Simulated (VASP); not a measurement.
# Au (Fm-3m) in VASP: a series of runs

The runs below take Au through single point, relaxation of cell and atoms, with r2SCAN.

Program: VASP 6.6.1. These are calculated values, not measurements. Logs are shortened: lines on timing, memory, paths and dates and some standing lists are left out, and cuts for length are marked.

### 1 The cell of the first run

The structure is cubic, space group Fm-3m (No. 225). Conventional cell: a = 4.124 Å, b = 4.124 Å, c = 4.124 Å, α = 90.00°, β = 90.00°, γ = 90.00°. Within 3.8 Å of Au (site symmetry m-3m) lie 12 Au at 2.92 Å.

### 2 Single point, r2SCAN

POSCAR reads:

```
Au
1.0
    0.0000000000      2.0620690893      2.0620690893
    2.0620690893      0.0000000000      2.0620690893
    2.0620690893      2.0620690893      0.0000000000
Au
1
Direct
    0.0000000000      0.0000000000      0.0000000000
```

INCAR.step1 reads:

```
PREC = Accurate ; ENCUT = 520
ISMEAR = 0 ; SIGMA = 0.15
LREAL = False ; LASPH = True
NELM = 60 ; NBANDS = 12
GGA = PE ; ALGO = Normal
EDIFF = 1E-4 ; LWAVE = True
LCHARG = False
```

INCAR.step2 reads:

```
PREC = Accurate ; ENCUT = 520
EDIFF = 1E-6 ; ISMEAR = 0
SIGMA = 0.15 ; LREAL = False
LASPH = True ; NELM = 60
ALGO = Normal ; ISIF = 2
LWAVE = False ; LCHARG = False
METAGGA = R2SCAN ; LMIXTAU = True
NBANDS = 12 ; ISTART = 1
```

KPOINTS reads:

```
Automatic mesh
0
Gamma
  28 28 28
```

Potentials or basis: VASP PAW PBE potentials, release 64 (Au).

On the command line:

```sh
> cat potpaw_PBE.64/Au/POTCAR > POTCAR
> cp INCAR.step1 INCAR
> mpirun -np 1 vasp_std > vasp.out
> cp INCAR.step2 INCAR
> mpirun -np 1 vasp_std > vasp.out
```

OUTCAR:

```text
PREC = Accurate
   ENCUT = 520
   EDIFF = 1E-6
   ISMEAR = 0
   LREAL = False
   LASPH = True
   NELM = 60
   ISIF = 2
   METAGGA = R2SCAN
   ISTART = 1

 ion  position               nearest neighbor table
   1  0.000  0.000  0.000-

  LATTYP: Found a face centered cubic cell.
 ALAT       =     4.1241381786

  Lattice vectors:

 A1 = (   0.0000000000,   2.0620690893,   2.0620690893)
 A2 = (   2.0620690893,   0.0000000000,   2.0620690893)
 A3 = (   2.0620690893,   2.0620690893,   0.0000000000)

Analysis of symmetry for initial positions (statically):
=====================================================================
 Subroutine PRICEL returns:
 Original cell was already a primitive cell.

 Routine SETGRP: Setting up the symmetry group for a
 face centered cubic supercell.

 Subroutine GETGRP returns: Found 48 space group operations
 (whereof 48 operations were pure point group operations)
 out of a pool of 48 trial point group operations.

The static configuration has the point symmetry O_h .

Analysis of symmetry for dynamics (positions and initial velocities):
=====================================================================
 Subroutine PRICEL returns:
 Original cell was already a primitive cell.

 Routine SETGRP: Setting up the symmetry group for a
 face centered cubic supercell.

 Subroutine GETGRP returns: Found 48 space group operations
 (whereof 48 operations were pure point group operations)
 out of a pool of 48 trial point group operations.

The dynamic configuration has the point symmetry O_h .

 Subroutine INISYM returns: Found 48 space group operations
 (whereof 48 operations are pure point group operations),
 and found     1 'primitive' translations

----------------------------------------------------------------------------------------

                                     Primitive cell

  volume of cell :      17.5364

  direct lattice vectors                    reciprocal lattice vectors
     0.000000000  2.062069089  2.062069089    -0.242474902  0.242474902  0.242474902
     2.062069089  0.000000000  2.062069089     0.242474902 -0.242474902  0.242474902
     2.062069089  2.062069089  0.000000000     0.242474902  0.242474902 -0.242474902

  length of vectors
     2.916206073  2.916206073  2.916206073     0.419978850  0.419978850  0.419978850

  position of ions in fractional coordinates (direct lattice)
     0.000000000  0.000000000  0.000000000

  ion indices of the primitive-cell ions
   primitive index   ion index
                 1           1

----------------------------------------------------------------------------------------

 KPOINTS: Automatic mesh

Automatic generation of k-mesh.
 Grid dimensions read from file:
 generate k-points for:   28   28   28

 Generating k-lattice:

  Cartesian coordinates                     Fractional coordinates (reciprocal lattice)
    -0.008659818  0.008659818  0.008659818     0.035714286  0.000000000  0.000000000
     0.008659818 -0.008659818  0.008659818     0.000000000  0.035714286  0.000000000
     0.008659818  0.008659818 -0.008659818     0.000000000  0.000000000  0.035714286

  Length of vectors
     0.014999245  0.014999245  0.014999245

  Shift w.r.t. Gamma in fractional coordinates (k-lattice)
     0.000000000  0.000000000  0.000000000

 Subroutine IBZKPT returns following result:
 ===========================================

 Found    624 irreducible k-points:

 Following reciprocal coordinates:
            Coordinates               Weight
  0.000000  0.000000  0.000000      1.000000
  0.035714  0.000000  0.000000      8.000000
  0.071429  0.000000  0.000000      8.000000
  0.107143  0.000000  0.000000      8.000000
  0.142857  0.000000  0.000000      8.000000
  0.178571  0.000000  0.000000      8.000000
[... 16 lines left out ...]
  0.285714  0.035714  0.000000     24.000000
  0.321429  0.035714  0.000000     24.000000
 [... further k-points ...]
   k-points           NKPTS =    624   k-points in BZ     NKDIM =    624   number of bands    NBANDS=     12
   number of dos      NEDOS =    301   number of ions     NIONS =      1
   total plane-waves  NPLWV =  13824
   dimension x,y,z NGX =    24 NGY =   24 NGZ =   24
   dimension x,y,z NGXF=    48 NGYF=   48 NGZF=   48
   ions per type =               1
   NGX,Y,Z   is equivalent  to a cutoff of  13.68, 13.68, 13.68 a.u.
   NGXF,Y,Z  is equivalent  to a cutoff of  27.36, 27.36, 27.36 a.u.
 SYSTEM =  unknown system
   PREC   = accura    normal or accurate (medium, high low for compatibility)
   ISTART =      1    job   : 0-new  1-cont  2-samecut
   ICHARG =      0    charge: 1-file 2-atom 10-const
   ISPIN  =      1    spin polarized calculation?
   LNONCOLLINEAR =      F non collinear calculations
   LSORBIT =      F    spin-orbit coupling
   LASPH  =      T    aspherical Exc in radial PAW
   ENCUT  =  520.0 eV  38.22 Ry    6.18 a.u.   5.42  5.42  5.42*2*pi/ulx,y,z
   NELM   =     60;   NELMIN=  2; NELMDL=  0     # of ELM steps
   EDIFF  = 0.1E-05   stopping-criterion for ELM
   LREAL  =      F    real-space projection
   EDIFFG = 0.1E-04   stopping-criterion for IOM
   NSW    =      0    number of steps for IOM
   IBRION =     -1    ionic relax: 0-MD 1-quasi-New 2-CG
   NFREE  =      0    steps in history (QN), initial steepest desc. (CG)
   ISIF   =      2    stress and relaxation
   ISYM   =      2    0-nonsym 1-usesym 2-fastsym
   POTIM  = 0.5000    time-step for ionic-motion
   TEBEG  =    0.0;   TEEND  =   0.0 temperature during run
   PSTRESS=    0.0 pullay stress
   NELECT =      11.0000    total number of electrons
   NUPDOWN=      -1.0000    fix difference up-down
   EMIN   =  10.00;   EMAX   =-10.00  energy-range for DOS
   EFERMI =   0.00;   METHOD = LEGACY
   ISMEAR =     0;   SIGMA  =   0.15  broadening in eV -4-tet -1-fermi 0-gaus
   EFERMI_NEDOS =   21; number of points for ismear=-14 and -15
   IALGO  =     38    algorithm
   IMIX   =      4    mixing-type and parameters
     AMIX     =   0.40;   BMIX     =  1.00
     AMIX_MAG =   1.60;   BMIX_MAG =  1.00
  volume/ion in A,a.u.               =      17.54       118.34
  Fermi-wavevector in a.u.,A,eV,Ry     =   1.401391  2.648244 26.720420  1.963895
  Thomas-Fermi vector in A             =   2.524257
   LORBIT       =      0    0 simple, 1 ext, 2 COOP (PROOUT), +10 PAW based schemes
   METAGGA = R2SCAN    functional components
   LHFCALC =     F    Hartree Fock is set to
   AEXX    =    0.0000 exact exchange contribution
   IVDW    =     0    specifies the selected vdW correction
   LEPSILON=     F    determine dielectric tensor
   LRPA    =     F    only Hartree local field effects (RPA)
 non-spin polarized calculation
 Gauss-broadening in eV      SIGMA  =   0.15
  energy-cutoff  :      520.00
  volume of cell :       17.54
 maximum number of plane-waves:       495
 NGX is ok and might be reduce to    24
   NGX = 11   NGY = 11   NGZ = 11

 number of electron      11.0000001 magnetization

 Free energy of the ion-electron system (eV)
  ---------------------------------------------------
  ext. energy  EPLUGINS =         0.00000000
  ---------------------------------------------------
  free energy    TOTEN  =       -50.59740069 eV

  energy without entropy =      -50.59512195  energy(sigma->0) =      -50.59626132

 E-fermi :   8.8979     XC(G=0): -13.4271

 val. band max:        8.8752174379   @ k =  -0.4643   0.0714   0.0000
 cond. band min:       8.9081474974   @ k =   0.5000   0.2143   0.0714
 fundamental gap:      0.0329300595
 Fermi energy:         8.8979293105

 k-point     1 :       0.0000    0.0000    0.0000
  band No.  band energies     occupation
      1      -0.9244      2.00000
      2       4.0638      2.00000
      3       4.0638      2.00000
      4       4.0638      2.00000
      5       5.5203      2.00000
      6       5.5203      2.00000
      7      24.2107      0.00000
      8      28.1296      0.00000
      9      28.1296      0.00000
     10      28.1296      0.00000
     11      33.3101      0.00000
     12      37.4602      0.00000

 k-point     2 :       0.0357    0.0000    0.0000
  band No.  band energies     occupation
      1      -0.8791      2.00000
      2       4.0495      2.00000
      3       4.0793      2.00000
      4       4.0793      2.00000
      5       5.5132      2.00000
      6       5.5132      2.00000
      7      24.2619      0.00000
      8      27.8044      0.00000
      9      28.1796      0.00000
     10      28.1797      0.00000
     11      33.5933      0.00000
     12      36.7412      0.00000

 k-point     3 :       0.0714    0.0000    0.0000
  band No.  band energies     occupation
      1      -0.7447      2.00000
      2       4.0096      2.00000
      3       4.1236      2.00000
      4       4.1236      2.00000
      5       5.4950      2.00000
      6       5.4950      2.00000
      7      24.4013      0.00000
      8      27.0027      0.00000
      9      28.3257      0.00000
     10      28.3257      0.00000
     11      34.0129      0.00000
     12      35.9186      0.00000
[... 286 lines left out ...]
 k-point    23 :       0.2857    0.0357    0.0000
  band No.  band energies     occupation
      1       1.1220      2.00000
      2       4.0851      2.00000
      3       4.3166      2.00000
      4       4.3372      2.00000
      5       5.7298      2.00000
      6       5.9347      2.00000
      7      19.4174      0.00000
      8      25.1147      0.00000
      9      28.1645      0.00000
     10      29.7320      0.00000
     11      31.2932      0.00000
     12      32.9316      0.00000

 k-point    24 :       0.3214    0.0357    0.0000
  band No.  band energies     occupation
      1       1.3567      2.00000
      2       4.2216      2.00000
      3       4.2825      2.00000
      4       4.4993      2.00000
      5       5.9626      2.00000
      6       6.1203      2.00000
      7      17.9381      0.00000
      8      24.8018      0.00000
      9      27.7773      0.00000
     10      29.0219      0.00000
     11      32.0315      0.00000
     12      33.0591      0.00000

 [... further k-points ...]
[... 5 lines left out ...]
  --------------------------------------------------------------------------------------
  -------------------------------------------------------------------------------------
  Total        0.0285479      0.0285479      0.0285479      0.0000000      0.0000000      0.0000000
  in kB        2.6082239      2.6082239      2.6082239      0.0000000      0.0000000      0.0000000
  external PRESSURE =       2.6082239 kB  Pullay stress =       0.0000000 kB

 VOLUME and BASIS-vectors are now :
 -----------------------------------------------------------------------------
  energy-cutoff  :      520.00
  volume of cell :       17.54
      direct lattice vectors                 reciprocal lattice vectors
     0.000000000  2.062069089  2.062069089    -0.242474902  0.242474902  0.242474902
     2.062069089  0.000000000  2.062069089     0.242474902 -0.242474902  0.242474902
     2.062069089  2.062069089  0.000000000     0.242474902  0.242474902 -0.242474902

 POSITION                                       TOTAL-FORCE (eV/Angst)
 -----------------------------------------------------------------------------------
      0.00000      0.00000      0.00000         0.000000      0.000000      0.000000
 -----------------------------------------------------------------------------------
    total drift:                               -0.000000      0.000000     -0.000000

  FREE ENERGIE OF THE ION-ELECTRON SYSTEM (eV)
  ---------------------------------------------------
  free  energy   TOTEN  =       -50.5974006902 eV

  energy  without entropy=      -50.5951219514  energy(sigma->0) =      -50.59626132
```

It took 7.2 min on 1 thread of Intel Xeon 8259CL, shared host; peak memory 0.25 GiB.

What came out:

* Free energy: -50.5974 eV
* Pressure: 0.3 GPa
* Band gap on the k mesh: zero (an odd number of electrons rules out a gap without spin polarisation)

Caveat: the PAW data sets were made with another functional, which shifts forces and pressure a little; spin-orbit coupling is left out, which moves the levels of the heavy elements.

(Continued in part 2 of 2.)
